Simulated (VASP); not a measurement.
Write the native input for VASP 6.6.1 that does the following.

- Task: single point
- Functional: PBE
- Dispersion: D4
- Potentials or basis: VASP PAW PBE potentials, release 64 (Hf_pv, B)
- Cutoff: 500 eV
- k mesh: 8 × 8 × 8
- Occupations: gaussian, width 0.05 eV
- Spin: no spin polarisation
- Dipole correction: no
- Further INCAR settings: ALGO = Normal; EDIFF = 1e-06; NBANDS = 14

The structure of HfB lies in POSCAR:

```
HfB
1.0
    0.0000000000      2.3678062353      2.3678062353
    2.3678062353      0.0000000000      2.3678062353
    2.3678062353      2.3678062353      0.0000000000
Hf B
1 1
Direct
    0.5000000000      0.5000000000      0.5000000000
    0.0000000000      0.0000000000      0.0000000000
```

This cell differs from its parent crystal: volume scaled by 0.96.

The input as run:

INCAR

```
SYSTEM = HfB
ALGO = Normal
EDIFF = 1E-6
ENCUT = 500
GGA = PE
GGA_COMPAT = .False.
ISIF = 2
ISMEAR = 0
IVDW = 13
LASPH = .True.
LCHARG = .False.
LREAL = .False.
LWAVE = .False.
NBANDS = 14
NELM = 120
PREC = Accurate
SIGMA = 0.05
```

KPOINTS

```
k-points
0
Gamma
  8 8 8
  0 0 0
```

Potentials or basis: VASP PAW PBE potentials, release 64 (Hf_pv, B).

The run is started by

```bash
$ cat potpaw_PBE.64/Hf_pv/POTCAR potpaw_PBE.64/B/POTCAR > POTCAR
$ mpirun -np 1 vasp_std > vasp.out
```

Results of the run:

- Pressure: 8.1 GPa
- Dispersion energy per atom: -0.290 eV

Caveat: pairwise dispersion overbinds metals, which lowers pressure and volume.

It took 7.5 s on 1 thread of Intel Xeon 6975P-C (shared host), peak memory 0.14 GiB.
